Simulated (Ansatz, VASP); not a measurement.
# GaSb in VASP and in Ansatz

```
Sb Ga
1.0
    -2.75343    2.75343    1.59071
     2.75343   -2.75343    1.59071
     2.75343    2.75343   -1.59071
Sb Ga
1 1
Direct
  0.00000 0.00000 0.00000
  0.75000 0.25000 0.50000
```

Alike in both runs: task single point; functional PBE-based screened hybrid; k mesh 5 × 5 × 5; occupations fermi-dirac, width 0.05 eV; no spin polarisation.

|  | VASP | Ansatz |
| --- | --- | --- |
| version | VASP 6.6.1 | Ansatz 0.2.0 |
| potentials or method | VASP PAW PBE potentials, release 64 (Sb, Ga_d) | Ansatz PAW |
| plane-wave cutoff (eV) | 520 | 420 |
| valence electrons in the cell | 18 | 28 |

Ansatz gave:

* gap on the k mesh at the Fermi level (eV): none
* pressure (GPa): -1.9
* traceless stress, the component that is largest in VASP (GPa): 0.59

Task: Which values does VASP return?

Result: gap on the k mesh at the Fermi level (eV): none; pressure (GPa): -2.5; traceless stress, the component that is largest in VASP (GPa): 0.60.

VASP's potentials were made for PBE, not for PBE-based screened hybrid. A gap of «none» marks a metal or a gap that the smearing closes. VASP's potentials hold 18 valence electrons a cell and Ansatz's 28, so a difference there can come from the potentials and not from the codes.

The k mesh is coarse, so the values compare programs but aren't converged. Spin-orbit coupling is off throughout.
